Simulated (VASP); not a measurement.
A run of VASP 6.6.1 is set up as follows.

File INCAR:

```
SYSTEM = HfO2
PREC = Accurate
ENCUT = 520
EDIFF = 1E-6
ISMEAR = 0
SIGMA = 0.05
LREAL = .False.
LASPH = .True.
NELM = 100
ALGO = Normal
ISIF = 2
LWAVE = .False.
LCHARG = .True.
GGA = PS
LELF = .True.
LVHAR = .True.
NBANDS = 31
```

The input KPOINTS:

```
Automatic mesh
0
Gamma
  6 6 6
  0 0 0
```

Contents of POSCAR:

```
HfO2
1.0
    0.0000000000     -2.5220673945     -2.5220673945
    0.0000000000      2.5220673945     -2.5220673945
    5.0441347890      0.0000000000      0.0000000000
Hf O
2 4
Direct
    0.0143929540     -0.0143929540      0.0000000000
    0.4856070460      0.5143929540      0.5000000000
   -0.0005725678      0.4994274322      0.6699069777
    0.5005725678      0.0005725678      0.3300930223
   -0.0005725678      0.4994274322      0.1699069777
    0.5005725678      0.0005725678      0.8300930223
```

Potentials or basis: VASP PAW PBE potentials, release 64 (Hf_pv, O).

Run with:

```bash
$ cat potpaw_PBE.64/Hf_pv/POTCAR potpaw_PBE.64/O/POTCAR > POTCAR
$ mpirun -np 1 vasp_std > vasp.out
```

Question: Predict the band gap on the k mesh.

Answer: 4.33 eV, indirect (least direct gap 4.49 eV).

Question: Predict the largest force.

Answer: 1.655 eV/Å.

Question: Predict the pressure.

Answer: 14.4 GPa.

Stress tensor (GPa, compression positive):
```
20.61  0.00  7.44
 0.00 11.13  0.00
 7.44  0.00 11.39
```

Caveat: the cell differs from its parent crystal (mode 1 frozen in at -0.404 Å and mode 5 at -0.073 Å (largest displacements)); the PAW data sets were made with another functional, which shifts forces and pressure a little; spin-orbit coupling is left out, which moves the levels of the heavy elements. A k mesh can miss the band edges.
